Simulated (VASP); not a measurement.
Set up this calculation in VASP 6.6.1, as the native input.

| Property | Result |
| --- | --- |
| Task | single point |
| Functional | PBE |
| Potentials or basis | VASP PAW PBE potentials, release 64 (Hf_pv, Pb_d, O) |
| Cutoff | 520 eV |
| k mesh | 8 × 8 × 8 |
| Occupations | gaussian, width 0.1 eV |
| Spin | no spin polarisation |
| Dipole correction | no |
| Further INCAR settings | ALGO = Normal; EDIFF = 1e-06; NBANDS = 45 |

The structure of HfPb4O lies in POSCAR:

```
HfPb4O
1.0
    0.0000000000      4.3706932822      4.3706932822
    4.3706932822      0.0000000000      4.3706932822
    4.3706932822      4.3706932822      0.0000000000
Hf Pb O
1 4 1
Direct
    0.0000000000      0.0000000000      0.0000000000
    0.6251527303      0.6251527303      0.1245418092
    0.6251527303      0.1245418092      0.6251527303
    0.1245418092      0.6251527303      0.6251527303
    0.6251527303      0.6251527303      0.6251527303
    0.2500000000      0.2500000000      0.2500000000
```

The cell was built from a structure type or drawn by symmetry, and may not be a known phase.

The input as run:

INCAR

```
ALGO = Normal
EDIFF = 1E-6
ENCUT = 520
GGA = PE
ISIF = 2
ISMEAR = 0
LASPH = T
LCHARG = F
LREAL = F
LWAVE = F
NBANDS = 45
NELM = 80
PREC = Accurate
SIGMA = 0.1
```

KPOINTS

```
k-points
0
Gamma
  8 8 8
```

Potentials or basis: VASP PAW PBE potentials, release 64 (Hf_pv, Pb_d, O).

The run is started by

```console
$ cat potpaw_PBE.64/Hf_pv/POTCAR potpaw_PBE.64/Pb_d/POTCAR potpaw_PBE.64/O/POTCAR > POTCAR
$ mpirun -np 1 vasp_std > vasp.out
```

Results of the run:

```json
{
 "Pressure": "-0.1 GPa",
 "Band gap on the k mesh": "zero (bands 36 and 37 overlap by 1.09 eV)"
}
```

Caveat: spin-orbit coupling is left out, which moves the levels of the heavy elements.

It took 3 min on 1 thread of Intel(R) Xeon(R) 6975P-C (Granite Rapids), with other jobs on the host, peak memory 0.43 GiB.
